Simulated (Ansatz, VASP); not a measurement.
## Two plane-wave programs on Gd

INCAR

```
SYSTEM = Gd
PREC = Accurate ; ENCUT = 520
EDIFF = 1E-6 ; ISMEAR = -1
SIGMA = 0.1 ; LREAL = .False.
LASPH = .True. ; NELM = 150
ALGO = Normal ; ISIF = 2
LWAVE = .False. ; LCHARG = .False.
ISPIN = 2 ; MAGMOM = 7 7
LORBIT = 11 ; LMAXMIX = 6
GGA = PE ; NBANDS = 29
```

Contents of KPOINTS:

```
regular mesh
0
Gamma
  9 9 5
  0 0 0
```

Contents of POSCAR:

```
Gd
1.0
    3.6360000000      0.0000000000      0.0000000000
   -1.8180000000      3.1488680000      0.0000000000
    0.0000000000      0.0000000000      5.7826000000
Gd
2
Direct
    0.3333333333      0.6666666667      0.2500000000
    0.6666666667      0.3333333333      0.7500000000
```

Input for Ansatz:

```yaml
crystal:
  lattice:
    - [3.636, 0.0, 0.0]
    - [-1.818, 3.148868, 0.0]
    - [0.0, 0.0, 5.7826]
  atoms:
    - { symbol: Gd, position: [0.3333333333333333, 0.6666666666666666, 0.25], spin: 7.0 }
    - { symbol: Gd, position: [0.6666666666666666, 0.3333333333333333, 0.75], spin: 7.0 }
basis:
  ecutwfc: 462.593566181796
kpoints:
  mp_grid:
    grid: [9, 9, 5]
hamiltonian:
  pseudopotentials:
    kind: paw
magnetization:
  spin_polarized: true
scf:
  occupations:
    method: fermi_dirac
    width: 0.1
output:
  eigenvalues: true
```

Alike in both runs: task single point; functional PBE; k mesh 9 × 9 × 5; occupations fermi-dirac, width 0.1 eV; collinear spin.

|  | VASP | Ansatz |
| --- | --- | --- |
| version | VASP 6.6.1 | Ansatz 0.2.0 |
| potentials or method | VASP PAW PBE potentials, release 64 (Gd), cutoff 520 eV | plane waves, PAW |
| valence electrons in the cell | 36 | 36 |

|  | VASP | Ansatz | Ansatz less VASP |
| --- | --- | --- | --- |
| gap on the k mesh at the Fermi level (eV) | none | none | - |
| net moment per atom (μB) | 7.58 | 7.58 | -0.004 |
| size of the moment on the site where the two differ most (μB) | 6.96 | 7.31 | +0.345 |

Site moments also hang on the region over which each program counts them. A gap of «none» marks a metal or a gap that the smearing closes.

Spin-orbit coupling is off throughout.
